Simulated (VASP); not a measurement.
**Cr: single point with LDA**

The system is Cr.

```
Cr
1.0
     2.34239    0.00000    0.00000
    -1.17120    2.02857    0.00000
     0.00000    0.00000    8.25437
Cr
4
Cartesian
  -1.1712 2.0286 0.0000
  -1.1712 2.0286 4.1272
  0.0000 1.3524 2.0636
  1.1712 0.6762 6.1908
```

This cell differs from its parent crystal: volume scaled by 0.88.

```yaml
Program: VASP 6.6.1
Task: single point
Functional: LDA
Potentials_or_basis: VASP PAW LDA potentials, release 64 (Cr_pv)
Cutoff: 520 eV
k_mesh: 17 × 17 × 4
Occupations: fermi-dirac, width 0.05 eV
Spin: collinear spin, antiferromagnetic start
Starting_moments: "[1.5, 1.5, -1.5, -1.5] μB"
Dipole_correction: no
Further_INCAR_settings: ALGO = Normal; EDIFF = 1e-06; NBANDS = 36
```

* Pressure: 46.1 GPa
* Band gap on the k mesh: zero (filled and empty bands overlap)
* Net moment: 0.00 μB per cell
* Valence electrons inside the program's atomic spheres: Cr 11.49

Stress tensor (GPa, compression positive):
```
47.75  0.00  0.00
 0.00 47.75  0.00
 0.00  0.00 42.66
```

Levels at points of the mesh, in eV from the Fermi level:
Spin up:
```tsv
k point	band 21	band 22	band 23	band 24	band 25	band 26	band 27	band 28
(0.00, 0.00, 0.00)	-0.68	-0.56	-0.56	-0.33	-0.33	-0.19	-0.19	0.42
(0.00, 0.00, 0.50)	-0.58	-0.58	-0.58	-0.58	-0.32	-0.32	-0.32	-0.32
```
Spin down:
```csv
k point,band 21,band 22,band 23,band 24,band 25,band 26,band 27,band 28
"(0.00, 0.00, 0.00)",-0.68,-0.56,-0.56,-0.33,-0.33,-0.19,-0.19,0.42
"(0.00, 0.00, 0.50)",-0.58,-0.58,-0.58,-0.58,-0.32,-0.32,-0.32,-0.32
```

Run time: 6.3 min on 1 thread of Oxide Virtual Turin-like Processor (shared host), peak memory 0.25 GiB.

Caveat: the starting moments collapsed, and a magnetic state may lie lower.
